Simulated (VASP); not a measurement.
Wanted: the native input for a VASP 6.6.1 run.

```yaml
Task: single point
Functional: PBE
Potentials_or_basis: VASP PAW PBE potentials, release 64 (Ti_sv, C)
Cutoff: 520 eV
k_mesh: 16 × 16 × 14
Occupations: gaussian, width 0.2 eV
Spin: no spin polarisation
Dipole_correction: no
Further_INCAR_settings: ALGO = Normal; EDIFF = 1e-07; NBANDS = 15
```

The structure of TiC (WC type) lies in POSCAR:

```
TiC
1.0
    3.0452841791      0.0000000000      0.0000000000
   -1.5226420896      2.6372934609      0.0000000000
    0.0000000000      0.0000000000      2.6939039114
Ti C
1 1
Direct
    0.0000000000      0.0000000000      0.0000000000
    0.3333333333      0.6666666667      0.5000000000
```

One way to write it, as run:

INCAR

```
SYSTEM = TiC
ALGO = Normal
EDIFF = 1E-7
ENCUT = 520
GGA = PE
ISIF = 2
ISMEAR = 0
LASPH = .TRUE.
LCHARG = .FALSE.
LREAL = .FALSE.
LWAVE = .FALSE.
NBANDS = 15
NELM = 80
PREC = Accurate
SIGMA = 0.2
```

KPOINTS

```
k-points
0
G
  16 16 14
  0 0 0
```

Potentials or basis: VASP PAW PBE potentials, release 64 (Ti_sv, C).

Run with:

```sh
$ cat potpaw_PBE.64/Ti_sv/POTCAR potpaw_PBE.64/C/POTCAR > POTCAR
$ mpirun -np 1 vasp_std > vasp.out
```

It gave:

```json
{
  "Pressure": "0.2 GPa",
  "Band gap on the k mesh": "zero (bands 8 and 9 overlap by 0.10 eV)"
}
```

Run time: 98 s on 1 thread of Intel Xeon 8259CL, on a shared host, peak memory 0.2 GiB.
